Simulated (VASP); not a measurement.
Write the native input for VASP 6.6.1 that does the following.

* Task: single point
* Functional: PBEsol
* Potentials or basis: VASP PAW PBE potentials, release 64 (Ta_pv, N)
* Cutoff: 520 eV
* k mesh: 9 × 9 × 8
* Occupations: fermi-dirac, width 0.1 eV
* Spin: no spin polarisation
* Dipole correction: no
* Further INCAR settings: ALGO = Normal; EDIFF = 1e-06; NBANDS = 15

The structure of TaN lies in POSCAR:

```
TaN
1.0
    3.0511095342      0.0000000000      0.0000000000
   -1.5255547671      2.6423387441      0.0000000000
    0.0000000000      0.0000000000      2.9939920991
Ta N
1 1
Direct
    0.3333333333      0.6666666667      0.5000000000
    0.0000000000      0.0000000000      0.0000000000
```

One way to write it, as run:

INCAR

```
PREC     = Accurate       # precision mode
ENCUT    = 520            # plane-wave cutoff, eV
EDIFF    = 1E-6           # SCF threshold, eV
ISMEAR   = -1             # smearing method
SIGMA    = 0.1            # smearing width, eV
LREAL    = F              # projectors in reciprocal space
LASPH    = T              # aspherical terms in the spheres
NELM     = 80             # most SCF steps
ALGO     = Normal         # electronic algorithm
ISIF     = 2              # what is computed and relaxed
LWAVE    = F              # write WAVECAR
LCHARG   = F              # write CHGCAR
GGA      = PS             # functional
NBANDS   = 15             # bands
```

KPOINTS

```
Automatic mesh
0
Gamma
  9 9 8
```

Potentials or basis: VASP PAW PBE potentials, release 64 (Ta_pv, N).

Command:

```bash
$ cat potpaw_PBE.64/Ta_pv/POTCAR potpaw_PBE.64/N/POTCAR > POTCAR
$ mpirun -np 1 vasp_std > vasp.out
```

Results of the run:

```yaml
Pressure: -34.6 GPa
Band_gap_on_the_k_mesh: zero (band 8 reaches 7.07 eV, above the bottom of band 9 at 6.86 eV)
```

Caveat: the PAW data sets were made with another functional, which shifts forces and pressure a little; spin-orbit coupling is left out, which moves the levels of the heavy elements.

Wall time 23 s on 1 thread of Intel Xeon 8259CL, with other jobs on the host, peak memory 0.15 GiB.
